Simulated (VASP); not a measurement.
BiTe2:

```
Bi Te
1.0
    -2.71741    2.71741    6.83050
     2.71741   -2.71741    6.83050
     2.71741    2.71741   -6.83050
Bi Te
2 4
Direct
  0.00000 0.00000 0.00000
  0.75000 0.25000 0.50000
  0.20660 0.20660 0.00000
  0.95660 0.45660 0.50000
  0.54340 0.04340 0.50000
  0.79340 0.79340 0.00000
```

```yaml
Program: VASP 6.6.1
Task: relaxation of cell and atoms
Functional: PBE
Potentials_or_basis: VASP PAW PBE potentials, release 64 (Bi_d, Te)
Cutoff: 600 eV
k_mesh: 4 × 4 × 4
Occupations: gaussian, width 0.1 eV
Spin: no spin polarisation
```

At the start: pressure 18.9 GPa; volume 33.63 Å³/atom.

How do energy, volume and symmetry change on relaxing?

Over 6 steps the energy falls by 554.3 meV/atom and the volume is 46.40 Å³/atom (+38.0 %); space group I4_1/amd (No. 141, to 0.1 Å) before and after.

Step by step:
| step | energy change (eV) | largest force (eV/Å) | pressure (GPa) | volume (Å³) |
| --- | --- | --- | --- | --- |
| 1 | 0.0000 | 1.1261 | 18.89 | 201.75 |
| 2 | -2.3145 | 0.5757 | -3.79 | 341.08 |
| 3 | -3.2781 | 0.2358 | 0.16 | 274.77 |
| 4 | -3.2781 | 0.2506 | -0.01 | 276.39 |
| 5 | -3.3208 | 0.1121 | -0.04 | 277.76 |
| 6 | -3.3260 | 0.0350 | -0.05 | 278.39 |

Final structure:
```
CELL_PARAMETERS angstrom
-3.05822 3.05822 7.44133
3.05822 -3.05822 7.44133
3.05822 3.05822 -7.44133
ATOMIC_POSITIONS crystal
Bi 0.00000 0.00000 0.00000
Bi 0.75000 0.25000 0.50000
Te 0.20814 0.20814 0.00000
Te 0.95814 0.45814 0.50000
Te 0.54186 0.04186 0.50000
Te 0.79186 0.79186 0.00000
```

Caveat: the volume moved by over 15 % at a fixed basis, so the end points are rough.
